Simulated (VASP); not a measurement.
Wanted: the native input for a VASP 6.6.1 run.

```
Task                   : single point
Functional             : PBE
Potentials or basis    : VASP PAW PBE potentials, release 64 (Ge_d)
Cutoff                 : 520 eV
k mesh                 : 12 × 12 × 1
Occupations            : gaussian, width 0.1 eV
Spin                   : no spin polarisation
Dipole correction      : yes
Further INCAR settings : ALGO = Normal; EDIFF = 1e-06; NBANDS = 21
```

The structure of Ge lies in POSCAR:

```
Ge
1.0
    4.2460000000      0.0000000000      0.0000000000
   -2.1230000000      3.6771438645      0.0000000000
    0.0000000000      0.0000000000     28.0000000000
Ge
2
Direct
    0.3333333333      0.6666666667      0.5000000000
    0.6666666667      0.3333333333      0.5000000000
```

One way to write it, as run:

INCAR

```
SYSTEM = Ge
  PREC = Accurate
  ENCUT = 520
  EDIFF = 1E-6
  ISMEAR = 0
  SIGMA = 0.1
  LREAL = .False.
  LASPH = .True.
  NELM = 100
  ALGO = Normal
  ISIF = 2
  LWAVE = .False.
  LCHARG = .False.
  LDIPOL = .True.
  IDIPOL = 3
  DIPOL = 0.5 0.5 0.500
  GGA = PE
  NBANDS = 21
```

KPOINTS

```
regular mesh
0
Gamma
  12 12 1
  0 0 0
```

Potentials or basis: VASP PAW PBE potentials, release 64 (Ge_d).

Run with:

```console
$ cat potpaw_PBE.64/Ge_d/POTCAR > POTCAR
$ mpirun -np 1 vasp_std > vasp.out
```

Results of the run:

```
Band gap on the k mesh : zero (band 14 reaches -3.34 eV, above the bottom of band 15 at -5.11 eV)
```

Wall time 2.9 min on 1 thread of Intel(R) Xeon(R) Platinum 8488C (Sapphire Rapids), on a shared host, peak memory 0.52 GiB.
